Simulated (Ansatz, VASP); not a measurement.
One calculation of CuI, two programs

The input INCAR:

```
SYSTEM = CuI
PREC = Accurate
ENCUT = 600
EDIFF = 1E-6
ISMEAR = -1
SIGMA = 0.05
LREAL = .FALSE.
LASPH = .TRUE.
NELM = 100
ALGO = Normal
ISIF = 3
LWAVE = .FALSE.
LCHARG = .FALSE.
GGA = PE
IVDW = 12
IBRION = 2
NSW = 60
EDIFFG = -0.01
```

Contents of KPOINTS:

```
regular mesh
0
G
  8 8 8
  0 0 0
```

Contents of POSCAR:

```
CuI
1.0
    0.0000000000      3.0315000000      3.0315000000
    3.0315000000      0.0000000000      3.0315000000
    3.0315000000      3.0315000000      0.0000000000
I Cu
1 1
Direct
    0.0000000000      0.0000000000      0.0000000000
    0.7500000000      0.7500000000      0.7500000000
```

File input.yaml:

```yaml
crystal:
  lattice:
    - [0.0, 3.0315, 3.0315]
    - [3.0315, 0.0, 3.0315]
    - [3.0315, 3.0315, 0.0]
  atoms:
    - { symbol: I, position: [0.0, 0.0, 0.0] }
    - { symbol: Cu, position: [0.75, 0.75, 0.75] }
hamiltonian:
  xc: pbe
  pseudopotentials: { kind: paw }
  dispersion: d3bj
kpoints:
  mp_grid: { grid: [8, 8, 8] }
scf:
  occupations: { method: fermi_dirac, width: 0.05 }
output:
  forces: true
  stress: true
relax:
  f_tol: 0.01
  max_steps: 40
  cell: { stress_tol: 0.05 }
```

Alike in both runs: task relaxation of cell and atoms; functional PBE; dispersion D3(BJ); k mesh 8 × 8 × 8; occupations fermi-dirac, width 0.05 eV; no spin polarisation.

|  | VASP | Ansatz |
| --- | --- | --- |
| version | VASP 6.6.1 | Ansatz 0.2.0 |
| potentials or method | VASP PAW PBE potentials, release 64 (I, Cu) | Ansatz PAW |
| plane-wave cutoff (eV) | 600 | 420 |
| valence electrons in the cell | 18 | 36 |

```tsv
	VASP	Ansatz	Ansatz less VASP
relaxed volume (Å³/atom)	26.65	26.61	-0.033
relaxed length of the cell vector where the two differ most in proportion (Å)	4.224	4.222	-0.0018
```

VASP's potentials hold 18 valence electrons a cell and Ansatz's 36, so a difference there can come from the potentials and not from the codes.

Neither program's run includes spin-orbit coupling. Noted on Ansatz's run: the plane-wave basis is chosen anew once the cell has moved, so the energies of steps on either side of that aren't comparable.
